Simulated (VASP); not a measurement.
# TiO2 (I4_1/amd) in VASP: a series of runs

Runs on TiO2. Level: PBE. Tasks: single point.

Everything below comes from runs of VASP 6.6.1. Logs are shortened: lines on timing, memory, paths and dates and some standing lists are left out, and cuts for length are marked.

## 1. The cell of the first run

Symmetry: I4_1/amd, No. 141, tetragonal system. Conventional cell: a = 3.783 Å, b = 3.783 Å, c = 9.615 Å, α = 90.00°, β = 90.00°, γ = 90.00°. Ti (site symmetry -4m2) has 6 O at 1.94 to 1.99 Å within 2.6 Å. O (site symmetry 2mm) has 3 Ti at 1.94 to 1.99 Å and 2 O at 2.46 Å within 2.6 Å.

## 2. Single point, PBE

INCAR

```
SYSTEM = TiO2
PREC = Accurate ; ENCUT = 520
EDIFF = 1E-6 ; ISMEAR = 0
SIGMA = 0.1 ; LREAL = .FALSE.
LASPH = .TRUE. ; NELM = 100
ALGO = Normal ; ISIF = 2
LWAVE = .FALSE. ; LCHARG = .FALSE.
GGA = PE ; NBANDS = 33
```

KPOINTS

```
regular mesh
0
G
  6 6 6
  0 0 0
```

POSCAR

```
TiO2
1.0
   -1.8912698400      1.8912698400      4.8075107874
    1.8912698400     -1.8912698400      4.8075107874
    1.8912698400      1.8912698400     -4.8075107874
Ti O
2 4
Direct
    0.0000000000      0.0000000000      0.0000000000
    0.7500000000      0.2500000000      0.5000000000
    0.9571521200      0.4571521200      0.5000000000
    0.2071521200      0.2071521200      0.0000000000
    0.5428478800      0.0428478800      0.5000000000
    0.7928478800      0.7928478800      0.0000000000
```

Potentials or basis: VASP PAW PBE potentials, release 64 (Ti_sv, O).

Command:

```
cat potpaw_PBE.64/Ti_sv/POTCAR potpaw_PBE.64/O/POTCAR > POTCAR
mpirun -np 1 vasp_std > vasp.out
```

OUTCAR:

```text
SYSTEM = TiO2
   PREC = Accurate
   ENCUT = 520
   EDIFF = 1E-6
   ISMEAR = 0
   LREAL = .FALSE.
   LASPH = .TRUE.
   NELM = 100
   ISIF = 2
   GGA = PE

 ion  position               nearest neighbor table
   1  0.000  0.000  0.000-   5 1.94   3 1.94   5 1.94   3 1.94   4 1.99   6 1.99
   2  0.750  0.250  0.500-   6 1.94   4 1.94   6 1.94   4 1.94   3 1.99   5 1.99
   3  0.957  0.457  0.500-   1 1.94   1 1.94   2 1.99
   4  0.207  0.207  0.000-   2 1.94   2 1.94   1 1.99
   5  0.543  0.043  0.500-   1 1.94   1 1.94   2 1.99
   6  0.793  0.793  0.000-   2 1.94   2 1.94   1 1.99

  LATTYP: Found a body centered tetragonal cell.
 ALAT       =     3.7825396800
 C/A-ratio  =     2.5419486346

  Lattice vectors:

 A1 = (  -1.8912698400,   1.8912698400,   4.8075107874)
 A2 = (   1.8912698400,  -1.8912698400,   4.8075107874)
 A3 = (   1.8912698400,   1.8912698400,  -4.8075107874)

Analysis of symmetry for initial positions (statically):
=====================================================================
 Subroutine PRICEL returns:
 Original cell was already a primitive cell.

 Routine SETGRP: Setting up the symmetry group for a
 body centered tetragonal supercell.

 Subroutine GETGRP returns: Found 16 space group operations
 (whereof  8 operations were pure point group operations)
 out of a pool of 16 trial point group operations.

The static configuration has the point symmetry D_2d.
 The point group associated with its full space group is D_4h.

Analysis of symmetry for dynamics (positions and initial velocities):
=====================================================================
 Subroutine PRICEL returns:
 Original cell was already a primitive cell.

 Routine SETGRP: Setting up the symmetry group for a
 body centered tetragonal supercell.

 Subroutine GETGRP returns: Found 16 space group operations
 (whereof  8 operations were pure point group operations)
 out of a pool of 16 trial point group operations.

The dynamic configuration has the point symmetry D_2d.
 The point group associated with its full space group is D_4h.

 Subroutine INISYM returns: Found 16 space group operations
 (whereof  8 operations are pure point group operations),
 and found     1 'primitive' translations

----------------------------------------------------------------------------------------

                                     Primitive cell

  volume of cell :      68.7840

  direct lattice vectors                    reciprocal lattice vectors
    -1.891269840  1.891269840  4.807510787     0.000000000  0.264372640  0.104003927
     1.891269840 -1.891269840  4.807510787     0.264372640  0.000000000  0.104003927
     1.891269840  1.891269840 -4.807510787     0.264372640  0.264372640  0.000000000

  length of vectors
     5.501451007  5.501451007  5.501451007     0.284094543  0.284094543  0.373879373

  position of ions in fractional coordinates (direct lattice)
     0.000000000  0.000000000  0.000000000
     0.750000000  0.250000000  0.500000000
     0.957152120  0.457152120  0.500000000
     0.207152120  0.207152120  0.000000000
     0.542847880  0.042847880  0.500000000
     0.792847880  0.792847880  0.000000000

  ion indices of the primitive-cell ions
   primitive index   ion index
                 1           1
                 2           2
                 3           3
                 4           4
                 5           5
                 6           6

----------------------------------------------------------------------------------------

 KPOINTS: regular mesh

Automatic generation of k-mesh.
 Grid dimensions read from file:
 generate k-points for:    6    6    6

 Generating k-lattice:

  Cartesian coordinates                     Fractional coordinates (reciprocal lattice)
     0.000000000  0.044062107  0.017333988     0.166666667  0.000000000  0.000000000
     0.044062107  0.000000000  0.017333988     0.000000000  0.166666667  0.000000000
     0.044062107  0.044062107  0.000000000     0.000000000  0.000000000  0.166666667

  Length of vectors
     0.047349091  0.047349091  0.062313229

  Shift w.r.t. Gamma in fractional coordinates (k-lattice)
     0.000000000  0.000000000  0.000000000

 Subroutine IBZKPT returns following result:
 ===========================================

 Found     30 irreducible k-points:

 Following reciprocal coordinates:
            Coordinates               Weight
  0.000000  0.000000  0.000000      1.000000
  0.166667  0.000000  0.000000      8.000000
  0.333333  0.000000 -0.000000      8.000000
  0.500000 -0.000000  0.000000      4.000000
  0.166667  0.166667  0.000000      8.000000
  0.333333  0.166667 -0.000000     16.000000
[... 16 lines left out ...]
 -0.333333 -0.333333  0.166667      8.000000
 -0.166667 -0.333333  0.166667      8.000000
 [... further k-points ...]
   k-points           NKPTS =     30   k-points in BZ     NKDIM =     30   number of bands    NBANDS=     33
   number of dos      NEDOS =    301   number of ions     NIONS =      6
   total plane-waves  NPLWV =  74088
   dimension x,y,z NGX =    42 NGY =   42 NGZ =   42
   dimension x,y,z NGXF=    84 NGYF=   84 NGZF=   84
   ions per type =               2   4
   NGX,Y,Z   is equivalent  to a cutoff of  12.69, 12.69, 12.69 a.u.
   NGXF,Y,Z  is equivalent  to a cutoff of  25.38, 25.38, 25.38 a.u.
 SYSTEM =  TiO2
   PREC   = accura    normal or accurate (medium, high low for compatibility)
   ISTART =      0    job   : 0-new  1-cont  2-samecut
   ICHARG =      2    charge: 1-file 2-atom 10-const
   ISPIN  =      1    spin polarized calculation?
   LNONCOLLINEAR =      F non collinear calculations
   LSORBIT =      F    spin-orbit coupling
   LASPH  =      T    aspherical Exc in radial PAW
   ENCUT  =  520.0 eV  38.22 Ry    6.18 a.u.  10.23 10.23 10.23*2*pi/ulx,y,z
   NELM   =    100;   NELMIN=  2; NELMDL= -5     # of ELM steps
   EDIFF  = 0.1E-05   stopping-criterion for ELM
   LREAL  =      F    real-space projection
   EDIFFG = 0.1E-04   stopping-criterion for IOM
   NSW    =      0    number of steps for IOM
   IBRION =     -1    ionic relax: 0-MD 1-quasi-New 2-CG
   NFREE  =      0    steps in history (QN), initial steepest desc. (CG)
   ISIF   =      2    stress and relaxation
   ISYM   =      2    0-nonsym 1-usesym 2-fastsym
   POTIM  = 0.5000    time-step for ionic-motion
   TEBEG  =    0.0;   TEEND  =   0.0 temperature during run
   PSTRESS=    0.0 pullay stress
   NELECT =      48.0000    total number of electrons
   NUPDOWN=      -1.0000    fix difference up-down
   EMIN   =  10.00;   EMAX   =-10.00  energy-range for DOS
   EFERMI =   0.00;   METHOD = LEGACY
   ISMEAR =     0;   SIGMA  =   0.10  broadening in eV -4-tet -1-fermi 0-gaus
   EFERMI_NEDOS =   21; number of points for ismear=-14 and -15
   IALGO  =     38    algorithm
   IMIX   =      4    mixing-type and parameters
     AMIX     =   0.40;   BMIX     =  1.00
     AMIX_MAG =   1.60;   BMIX_MAG =  1.00
  volume/ion in A,a.u.               =      11.46        77.36
  Fermi-wavevector in a.u.,A,eV,Ry     =   1.452088  2.744048 28.688680  2.108558
  Thomas-Fermi vector in A             =   2.569510
   LORBIT       =      0    0 simple, 1 ext, 2 COOP (PROOUT), +10 PAW based schemes
   GGA     = PE    functional components
   LHFCALC =     F    Hartree Fock is set to
   AEXX    =    0.0000 exact exchange contribution
   IVDW    =     0    specifies the selected vdW correction
   LEPSILON=     F    determine dielectric tensor
   LRPA    =     F    only Hartree local field effects (RPA)
 non-spin polarized calculation
 Gauss-broadening in eV      SIGMA  =   0.10
  energy-cutoff  :      520.00
  volume of cell :       68.78
 maximum number of plane-waves:      1872
 NGX is ok and might be reduce to    42
   NGX = 21   NGY = 21   NGZ = 21

 number of electron      47.9999994 magnetization

 Free energy of the ion-electron system (eV)
  ---------------------------------------------------
  ext. energy  EPLUGINS =         0.00000000
  ---------------------------------------------------
  free energy    TOTEN  =       -53.84635507 eV

  energy without entropy =      -53.84635507  energy(sigma->0) =      -53.84635507

 E-fermi :   3.8361     XC(G=0): -10.6838

 val. band max:        3.2652829117   @ k =   0.5000   0.5000   0.0000
 cond. band min:       5.4315963253   @ k =   0.0000   0.0000   0.0000
 fundamental gap:      2.1663134135
 Fermi energy:         3.8361342589

 k-point     1 :       0.0000    0.0000    0.0000
  band No.  band energies     occupation
      1     -53.1005      2.00000
      2     -53.0444      2.00000
      3     -29.5523      2.00000
      4     -29.3206      2.00000
      5     -29.3206      2.00000
      6     -29.2540      2.00000
[... 25 lines left out ...]
     32       8.5109      0.00000
     33       8.6102      0.00000

 k-point     2 :       0.1667    0.0000    0.0000
  band No.  band energies     occupation
      1     -53.0972      2.00000
      2     -53.0466      2.00000
      3     -29.5452      2.00000
      4     -29.3530      2.00000
      5     -29.3229      2.00000
      6     -29.2674      2.00000
[... 25 lines left out ...]
     32       8.8907      0.00000
     33       9.1896      0.00000

 k-point     3 :       0.3333    0.0000   -0.0000
  band No.  band energies     occupation
      1     -53.0893      2.00000
      2     -53.0522      2.00000
      3     -29.5313      2.00000
      4     -29.4152      2.00000
      5     -29.3267      2.00000
      6     -29.2870      2.00000
[... 25 lines left out ...]
     32       9.2513      0.00000
     33       9.6476      0.00000

 k-point     4 :       0.5000   -0.0000    0.0000
  band No.  band energies     occupation
      1     -53.0842      2.00000
      2     -53.0562      2.00000
      3     -29.5232      2.00000
      4     -29.4480      2.00000
      5     -29.3284      2.00000
      6     -29.2913      2.00000
[... 25 lines left out ...]
     32       9.3527      0.00000
     33       9.8063      0.00000

 k-point     5 :       0.1667    0.1667    0.0000
  band No.  band energies     occupation
      1     -53.0924      2.00000
      2     -53.0503      2.00000
      3     -29.5291      2.00000
      4     -29.3740      2.00000
      5     -29.3422      2.00000
      6     -29.2756      2.00000
[... 604 lines left out ...]
 k-point    22 :      -0.1667    0.5000    0.1667
  band No.  band energies     occupation
      1     -53.0829      2.00000
      2     -53.0587      2.00000
      3     -29.4986      2.00000
      4     -29.4249      2.00000
      5     -29.3322      2.00000
      6     -29.2886      2.00000
[... 25 lines left out ...]
     32       9.2946      0.00000
     33       9.4524      0.00000

 k-point    23 :      -0.3333   -0.3333    0.1667
  band No.  band energies     occupation
      1     -53.0835      2.00000
      2     -53.0592      2.00000
      3     -29.4769      2.00000
      4     -29.3925      2.00000
      5     -29.3473      2.00000
      6     -29.2848      2.00000
[... 25 lines left out ...]
     32       9.2512      0.00000
     33       9.7058      0.00000

 k-point    24 :      -0.1667   -0.3333    0.1667
  band No.  band energies     occupation
      1     -53.0905      2.00000
      2     -53.0534      2.00000
      3     -29.5027      2.00000
      4     -29.3666      2.00000
      5     -29.3318      2.00000
      6     -29.2611      2.00000
[... 25 lines left out ...]
     32       9.0213      0.00000
     33       9.0825      0.00000

 [... further k-points ...]

------------------------ aborting loop because EDIFF is reached ----------------------------------------

  FORCE on cell =-STRESS in cart. coord.  units (eV):
  Direction    XX          YY          ZZ          XY          YZ          ZX
  --------------------------------------------------------------------------------------
  -------------------------------------------------------------------------------------
  Total        1.7459364      1.7459364      1.8144469      0.0000000      0.0000000      0.0000000
  in kB       40.6678992     40.6678992     42.2637076      0.0000000      0.0000000      0.0000000
  external PRESSURE =      41.1998353 kB  Pullay stress =       0.0000000 kB

 VOLUME and BASIS-vectors are now :
 -----------------------------------------------------------------------------
  energy-cutoff  :      520.00
  volume of cell :       68.78
      direct lattice vectors                 reciprocal lattice vectors
    -1.891269840  1.891269840  4.807510787     0.000000000  0.264372640  0.104003927
     1.891269840 -1.891269840  4.807510787     0.264372640  0.000000000  0.104003927
     1.891269840  1.891269840 -4.807510787     0.264372640  0.264372640  0.000000000

 POSITION                                       TOTAL-FORCE (eV/Angst)
 -----------------------------------------------------------------------------------
      0.00000      0.00000      0.00000        -0.000000     -0.000000     -0.000000
     -0.00000      1.89127      2.40376        -0.000000     -0.000000     -0.000000
      0.00000      1.89127      4.39553         0.000000     -0.000000      0.067021
      0.00000      0.00000      1.99177        -0.000000      0.000000      0.067021
     -0.00000      1.89127      0.41198         0.000000     -0.000000     -0.067021
      0.00000      0.00000      7.62325        -0.000000      0.000000     -0.067021
 -----------------------------------------------------------------------------------
    total drift:                                0.000000      0.000000     -0.000000

  FREE ENERGIE OF THE ION-ELECTRON SYSTEM (eV)
  ---------------------------------------------------
  free  energy   TOTEN  =       -53.8463550664 eV

  energy  without entropy=      -53.8463550664  energy(sigma->0) =      -53.84635507
```

It took 3.3 min on 1 thread of Intel Xeon 8259CL, shared host; peak memory 0.28 GiB.

What came out:

```
Free energy            : -53.8464 eV
Pressure               : 4.1 GPa
Largest force          : 0.067 eV/Å
Band gap on the k mesh : 2.17 eV (least direct gap 2.45 eV)
```

Forces in eV/Å, atoms in the order of the input:
```
Ti   0.000  0.000  0.000
Ti   0.000  0.000  0.000
O    0.000  0.000  0.067
O    0.000  0.000  0.067
O    0.000  0.000 -0.067
O    0.000  0.000 -0.067
```

Caveat: the cell stands under pressure.

## 3. Single point, PBE

This run uses another cell than the first one, of 11.66 Å³/atom.

INCAR

```
PREC = Accurate ; ENCUT = 520
EDIFF = 1E-6 ; ISMEAR = 0
SIGMA = 0.02 ; LREAL = False
LASPH = True ; NELM = 80
ALGO = Normal ; ISIF = 2
LWAVE = False ; LCHARG = False
GGA = PE ; NBANDS = 33
```

KPOINTS

```
regular mesh
0
Gamma
  10 10 10
```

POSCAR

```
TiO2
1.0
   -1.8995999942      1.8995999942      4.8488731938
    1.8995999942     -1.8995999942      4.8488731938
    1.8995999942      1.8995999942     -4.8488731938
Ti O
2 4
Direct
    0.0000000000      0.0000000000      0.0000000000
    0.7500000000      0.2500000000      0.5000000000
    0.9564814582      0.4564814582      0.5000000000
    0.2064814582      0.2064814582      0.0000000000
    0.5435185418      0.0435185418      0.5000000000
    0.7935185418      0.7935185418      0.0000000000
```

Potentials or basis: VASP PAW PBE potentials, release 64 (Ti_sv, O).

Command:

```
cat potpaw_PBE.64/Ti_sv/POTCAR potpaw_PBE.64/O/POTCAR > POTCAR
mpirun -np 1 vasp_std > vasp.out
```

OUTCAR:

```text
PREC = Accurate
   ENCUT = 520
   EDIFF = 1E-6
   ISMEAR = 0
   LREAL = False
   LASPH = True
   NELM = 80
   ISIF = 2
   GGA = PE

 ion  position               nearest neighbor table
   1  0.000  0.000  0.000-   5 1.95   3 1.95   5 1.95   3 1.95   4 2.00   6 2.00
   2  0.750  0.250  0.500-   6 1.95   4 1.95   6 1.95   4 1.95   3 2.00   5 2.00
   3  0.956  0.456  0.500-   1 1.95   1 1.95   2 2.00
   4  0.206  0.206  0.000-   2 1.95   2 1.95   1 2.00
   5  0.544  0.044  0.500-   1 1.95   1 1.95   2 2.00
   6  0.794  0.794  0.000-   2 1.95   2 1.95   1 2.00
[... 1074 lines left out ...]
  -------------------------------------------------------------------------------------
  Total        0.2799747      0.2799747      0.3228192      0.0000000      0.0000000      0.0000000
  in kB        6.4092062      6.4092062      7.3900063      0.0000000      0.0000000      0.0000000
  external PRESSURE =       6.7361396 kB  Pullay stress =       0.0000000 kB

 VOLUME and BASIS-vectors are now :
 -----------------------------------------------------------------------------
  energy-cutoff  :      520.00
  volume of cell :       69.99
      direct lattice vectors                 reciprocal lattice vectors
    -1.899599994  1.899599994  4.848873194     0.000000000  0.263213309  0.103116741
     1.899599994 -1.899599994  4.848873194     0.263213309  0.000000000  0.103116741
     1.899599994  1.899599994 -4.848873194     0.263213309  0.263213309  0.000000000

 POSITION                                       TOTAL-FORCE (eV/Angst)
 -----------------------------------------------------------------------------------
      0.00000      0.00000      0.00000        -0.000000     -0.000000      0.000000
      0.00000      1.89960      2.42444        -0.000000     -0.000000      0.000000
      0.00000      1.89960      4.42684        -0.000000     -0.000000      0.019677
      0.00000      0.00000      2.00240         0.000000      0.000000      0.019677
      0.00000      1.89960      0.42203         0.000000      0.000000     -0.019677
      0.00000      0.00000      7.69534        -0.000000     -0.000000     -0.019677
 -----------------------------------------------------------------------------------
    total drift:                                0.000000     -0.000000      0.000000

  FREE ENERGIE OF THE ION-ELECTRON SYSTEM (eV)
  ---------------------------------------------------
  free  energy   TOTEN  =       -53.8647500661 eV

  energy  without entropy=      -53.8647500661  energy(sigma->0) =      -53.86475007
```

stdout:

```text
POSCAR found type information on POSCAR TiO
 POSCAR found :  2 types and       6 ions
 scaLAPACK will be used
 LDA part: xc-table for (Slater+PW92), standard interpolation
 POSCAR, INCAR and KPOINTS ok, starting setup
 FFT: planning ... GRIDC
 FFT: planning ... GRID_SOFT
 FFT: planning ... GRID
 WAVECAR not read
 entering main loop
```

Wall time 9.9 min (1 thread of Intel Xeon 8259CL, shared host); peak memory 0.38 GiB.

What came out:

- Free energy: -53.8648 eV
- Pressure: 0.7 GPa
- Largest force: 0.020 eV/Å
- Band gap on the k mesh: 2.11 eV (least direct gap 2.41 eV)

Forces on the atoms (eV/Å):
```
Ti   0.000  0.000  0.000
Ti   0.000  0.000  0.000
O    0.000  0.000  0.020
O    0.000  0.000  0.020
O    0.000  0.000 -0.020
O    0.000  0.000 -0.020
```

Stress tensor (GPa, compression positive):
```
0.64 0.00 0.00
0.00 0.64 0.00
0.00 0.00 0.74
```

(Continued in part 2 of 2.)
